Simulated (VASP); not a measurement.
# SiC in VASP: relaxation of the atoms with PBE+D3(BJ)

Aim: the relaxation of the atoms of SiC with PBE+D3(BJ).

All numbers are computed with VASP 6.6.1; they aren't measurements. Logs are shortened: lines on timing, memory, paths and dates and some standing lists are left out, and cuts for length are marked.

## Step 1: The cell of the first run

The cell holds a slab with vacuum, 8 atoms: a = 3.075 Å, b = 4.349 Å, c = 18.613 Å, α = 90.00°, β = 90.00°, γ = 90.00°.

## Step 2: Relaxation of the atoms, PBE+D3(BJ)

The input, INCAR:

```
SYSTEM = SiC
ALGO = Normal ; DIPOL = 0.5 0.5 0.500
EDIFF = 1E-6 ; EDIFFG = -0.03
ENCUT = 520 ; GGA = PE
IBRION = 2 ; IDIPOL = 3
ISIF = 2 ; ISMEAR = 0
IVDW = 12 ; LASPH = .True.
LCHARG = .False. ; LDIPOL = .True.
LREAL = .False. ; LWAVE = .False.
NELM = 100 ; NSW = 70
PREC = Accurate ; SIGMA = 0.05
```

The input, KPOINTS:

```
k-points
0
Gamma
  9 6 1
  0 0 0
```

The input, POSCAR:

```
SiC
1.0
    3.0750204127      0.0000000000      0.0000000000
    0.0000000000      4.3487355722      0.0000000000
    0.0000000000      0.0000000000     18.6125306191
Si C
4 4
Selective dynamics
Direct
    0.5000000000      0.5000000000      0.3760907178  F F F
    0.0000000000      0.0000000000      0.4586969059  F F F
    0.5000000000      0.5000000000      0.5413030941  T T T
    0.0000000000      0.0000000000      0.6239092822  T T T
    0.0000000000      0.2500000000      0.3760907178  F F F
    0.5000000000      0.7500000000      0.4586969059  F F F
    0.0000000000      0.2500000000      0.5413030941  T T T
    0.5000000000      0.7500000000      0.6239092822  T T T
```

Potentials or basis: VASP PAW PBE potentials, release 64 (Si, C).

Run with:

```sh
$ cat potpaw_PBE.64/Si/POTCAR potpaw_PBE.64/C/POTCAR > POTCAR
$ mpirun -np 1 vasp_std > vasp.out
```

OUTCAR:

```text
SYSTEM = SiC
   EDIFF = 1E-6
   EDIFFG = -0.03
   ENCUT = 520
   GGA = PE
   IBRION = 2
   ISIF = 2
   ISMEAR = 0
   IVDW = 12
   LASPH = .True.
   LREAL = .False.
   NELM = 100
   NSW = 70
   PREC = Accurate
 IVDW          = 12

 ion  position               nearest neighbor table
   1  0.500  0.500  0.376-   6 1.88   5 1.88   5 1.88   2 3.08   2 3.08   2 3.08   2 3.08   3 3.08

   2  0.000  0.000  0.459-   5 1.88   6 1.88   6 1.88   7 1.88   1 3.08   1 3.08   1 3.08   1 3.08
                             4 3.08   3 3.08   3 3.08   3 3.08   3 3.08
   3  0.500  0.500  0.541-   8 1.88   7 1.88   7 1.88   6 1.88   4 3.08   4 3.08   4 3.08   4 3.08
                             1 3.08   2 3.08   2 3.08   2 3.08   2 3.08
   4  0.000  0.000  0.624-   7 1.88   8 1.88   8 1.88   3 3.08   3 3.08   3 3.08   3 3.08   2 3.08

   5  0.000  0.250  0.376-   2 1.88   1 1.88   1 1.88
   6  0.500  0.750  0.459-   1 1.88   2 1.88   2 1.88   3 1.88
   7  0.000  0.250  0.541-   4 1.88   3 1.88   3 1.88   2 1.88
   8  0.500  0.750  0.624-   3 1.88   4 1.88   4 1.88

  LATTYP: Found a simple orthorhombic cell.
 ALAT       =     3.0750204127
 B/A-ratio  =     1.4142135624
 C/A-ratio  =     6.0528153056

  Lattice vectors:

 A1 = (   3.0750204127,   0.0000000000,   0.0000000000)
 A2 = (   0.0000000000,   4.3487355722,   0.0000000000)
 A3 = (   0.0000000000,   0.0000000000,  18.6125306191)

Analysis of symmetry for initial positions (statically):
=====================================================================
 Subroutine PRICEL returns:
 Original cell was already a primitive cell.

 Routine SETGRP: Setting up the symmetry group for a
 simple orthorhombic supercell.

 Subroutine GETGRP returns: Found  4 space group operations
 (whereof  2 operations were pure point group operations)
 out of a pool of  8 trial point group operations.

The static configuration has the point symmetry C_1h.
 The point group associated with its full space group is C_2v.

Analysis of symmetry for dynamics (positions and initial velocities):
=====================================================================
 Subroutine PRICEL returns:
 Original cell was already a primitive cell.

 Routine SETGRP: Setting up the symmetry group for a
 simple orthorhombic supercell.

 Subroutine GETGRP returns: Found  4 space group operations
 (whereof  2 operations were pure point group operations)
 out of a pool of  8 trial point group operations.

The dynamic configuration has the point symmetry C_1h.
 The point group associated with its full space group is C_2v.

Analysis of constrained symmetry for selective dynamics:
=====================================================================
 Subroutine PRICEL returns:
[... 139 lines left out ...]
  Thomas-Fermi vector in A             =   1.938267
   LORBIT       =      0    0 simple, 1 ext, 2 COOP (PROOUT), +10 PAW based schemes
   GGA     = PE    functional components
   LHFCALC =     F    Hartree Fock is set to
   AEXX    =    0.0000 exact exchange contribution
   IVDW    =    12    specifies the selected vdW correction
   LEPSILON=     F    determine dielectric tensor
   LRPA    =     F    only Hartree local field effects (RPA)
 conjugate gradient relaxation of ions
 non-spin polarized calculation
 Gauss-broadening in eV      SIGMA  =   0.05
  energy-cutoff  :      520.00
  volume of cell :      248.90
 maximum number of plane-waves:      6748
 NGX is ok and might be reduce to    24
   NGX = 11   NGY = 17   NGZ = 69

--------------------------------------- Ionic step        1  -------------------------------------------

 number of electron      32.0000000 magnetization

 Free energy of the ion-electron system (eV)
  ---------------------------------------------------
  ext. energy  EPLUGINS =         0.00000000
  ---------------------------------------------------
  free energy    TOTEN  =       -54.14822798 eV

  energy without entropy =      -54.14816792  energy(sigma->0) =      -54.14819795

------------------------ aborting loop because EDIFF is reached ----------------------------------------

 Edisp (eV)   -1.69827

 E8    (eV) :    -0.6651
[... 123 lines left out ...]
  FREE ENERGIE OF THE ION-ELECTRON SYSTEM (eV)
  ---------------------------------------------------
  free  energy   TOTEN  =       -56.3210736742 eV

  energy  without entropy=      -56.3210233364  energy(sigma->0) =      -56.32104851

 dipolmoment           0.000000      0.000000     -0.000072 electrons x Angstroem

 vacuum level on the upper side and lower side of the slab       (xc-potential included)         0.016        -0.075

[... ionic steps 4 to 15 ...]

--------------------------------------- Ionic step       16  -------------------------------------------

 number of electron      31.9999999 magnetization

------------------------ aborting loop because EDIFF is reached ----------------------------------------
[... 87 lines left out ...]
--------------------------------------- Ionic step       18  -------------------------------------------

 number of electron      31.9999999 magnetization

 dipolmoment           0.000000      0.000000      0.008597 electrons x Angstroem

 Free energy of the ion-electron system (eV)
  ---------------------------------------------------
  ext. energy  EPLUGINS =         0.00000000
  ---------------------------------------------------
  free energy    TOTEN  =       -54.73941047 eV

  energy without entropy =      -54.73936641  energy(sigma->0) =      -54.73938844

 E-fermi :  -0.4676     XC(G=0):  -4.7542

 val. band max:       -0.5668799627   @ k =   0.3333   0.5000   0.0000
 cond. band min:      -0.3692593475   @ k =   0.4444   0.0000   0.0000
 fundamental gap:      0.1976206152
 Fermi energy:        -0.4676315189

 k-point     1 :       0.0000    0.0000    0.0000
  band No.  band energies     occupation
      1     -16.1542      2.00000
      2     -14.2735      2.00000
      3     -12.0736      2.00000
      4     -11.3318      2.00000
      5      -8.6140      2.00000
      6      -7.3042      2.00000
[... 469 lines left out ...]
     20       4.8324      0.00000
     21       5.0578      0.00000

------------------------ aborting loop because EDIFF is reached ----------------------------------------

 vacuum level on the upper side and lower side of the slab       (xc-potential included)        -0.114        -0.221

 Edisp (eV)   -1.71724

 E8    (eV) :    -0.6731

  FORCE on cell =-STRESS in cart. coord.  units (eV):
  Direction    XX          YY          ZZ          XY          YZ          ZX
  --------------------------------------------------------------------------------------
  -------------------------------------------------------------------------------------
  Total       0.21859    -2.40831    -1.98308     0.00000     1.45662     0.00000
  in kB       1.40711   -15.50266   -12.76537     0.00000     9.37651     0.00000
  external pressure =       -8.95 kB  Pullay stress =        0.00 kB
[... 23 lines left out ...]
  FREE ENERGIE OF THE ION-ELECTRON SYSTEM (eV)
  ---------------------------------------------------
  free  energy   TOTEN  =       -56.4566532201 eV

  energy  without entropy=      -56.4566091518  energy(sigma->0) =      -56.45663119

 reached required accuracy - stopping structural energy minimisation

 vacuum level on the upper side and lower side of the slab         4.485         4.373
```

OSZICAR:

```text
N       E                     dE             d eps       ncg     rms          rms(c)
DAV:   1     0.208699237342E+03    0.20870E+03   -0.12204E+04   840   0.119E+03
DAV:   2    -0.339036605359E+02   -0.24260E+03   -0.23509E+03  1285   0.242E+02
DAV:   3    -0.622677948647E+02   -0.28364E+02   -0.27870E+02  1061   0.865E+01
DAV:   4    -0.636230801067E+02   -0.13553E+01   -0.13527E+01  1119   0.218E+01
[... 172 lines left out ...]
DAV:   1    -0.547394011106E+02   -0.42267E-03   -0.27840E-02   840   0.108E+00    0.355E-02
DAV:   2    -0.547394181573E+02   -0.17047E-04   -0.40529E-04  1051   0.131E-01    0.190E-02
DAV:   3    -0.547394114758E+02    0.66815E-05   -0.34900E-05  1112   0.441E-02    0.134E-02
DAV:   4    -0.547394103805E+02    0.10953E-05   -0.95365E-06  1020   0.217E-02    0.682E-03
DAV:   5    -0.547394104739E+02   -0.93403E-07   -0.27613E-06   974   0.111E-02
  18 F= -.56456653E+02 E0= -.56456631E+02  d E =-.940788E-04
```

CONTCAR:

```text
SiC
   1.00000000000000
     3.0750204126999998    0.0000000000000000    0.0000000000000000
     0.0000000000000000    4.3487355721999998    0.0000000000000000
     0.0000000000000000    0.0000000000000000   18.6125306190999993
  Si              C
     4     4
Selective dynamics
Direct
     0.5000000000000000    0.5000000000000000    0.3760907177999968   F   F   F
     0.0000000000000000    0.0000000000000000    0.4586969058999983   F   F   F
     0.5000000000000000    0.4976425029353316    0.5446952571626456   T   T   T
     0.0000000000000000    0.9502757428075678    0.6111055424736911   T   T   T
     0.0000000000000000    0.2500000000000000    0.3760907177999968   F   F   F
     0.5000000000000000    0.7500000000000000    0.4586969058999983   F   F   F
     0.0000000000000000    0.2555696680166212    0.5431747973229554   T   T   T
     0.5000000000000000    0.7529626663849660    0.6243785325391629   T   T   T

  0.00000000E+00  0.00000000E+00  0.00000000E+00
  0.00000000E+00  0.00000000E+00  0.00000000E+00
  0.00000000E+00  0.00000000E+00  0.00000000E+00
  0.00000000E+00  0.00000000E+00  0.00000000E+00
  0.00000000E+00  0.00000000E+00  0.00000000E+00
  0.00000000E+00  0.00000000E+00  0.00000000E+00
  0.00000000E+00  0.00000000E+00  0.00000000E+00
  0.00000000E+00  0.00000000E+00  0.00000000E+00
```

Wall time 10 min (1 thread of Intel Xeon 6975P-C (Granite Rapids), shared host); peak memory 0.38 GiB.

Results:

- Free energy: -56.4567 eV
- Energy gained by relaxing: 76.3 meV/atom
- Ionic steps: 18
- Band gap on the k mesh: 0.20 eV (least direct gap 0.52 eV)
- Dispersion energy per atom: -0.215 eV

The path:
| step | energy change (eV) | largest force on free atoms (eV/Å) | pressure (GPa) |
| --- | --- | --- | --- |
| 1 | 0.0000 | 3.1712 | -2.46 |
| 2 | -0.4624 | 1.5164 | -1.68 |
| 3 | -0.4746 | 1.5386 | -1.51 |
| 4 | -0.5806 | 0.7461 | -1.18 |
| 5 | -0.5820 | 0.5746 | -1.22 |
| 6 | -0.5952 | 0.2870 | -1.20 |
| 7 | -0.5952 | 0.2638 | -1.20 |
| 8 | -0.6010 | 0.1529 | -1.17 |
| 9 | -0.6039 | 0.2356 | -1.12 |
| 10 | -0.6076 | 0.1357 | -1.00 |
| 11 | -0.6085 | 0.1920 | -0.90 |
| 12 | -0.6087 | 0.2310 | -0.81 |
| 13 | -0.6098 | 0.0542 | -0.85 |
| 14 | -0.6099 | 0.0314 | -0.85 |
| 15 | -0.6099 | 0.0375 | -0.85 |
| 16 | -0.6100 | 0.0358 | -0.86 |
| 17 | -0.6101 | 0.0392 | -0.87 |
| 18 | -0.6102 | 0.0205 | -0.90 |

Final structure:
```
Si C
1.0
     3.07502    0.00000    0.00000
     0.00000    4.34874    0.00000
     0.00000    0.00000   18.61253
Si C
4 4
Direct
  0.50000 0.50000 0.37609
  0.00000 0.00000 0.45870
  0.50000 0.49764 0.54470
  0.00000 0.95028 0.61111
  0.00000 0.25000 0.37609
  0.50000 0.75000 0.45870
  0.00000 0.25557 0.54317
  0.50000 0.75296 0.62438
```

Caveat: semilocal functionals underestimate gaps, and a narrow one can read as zero.
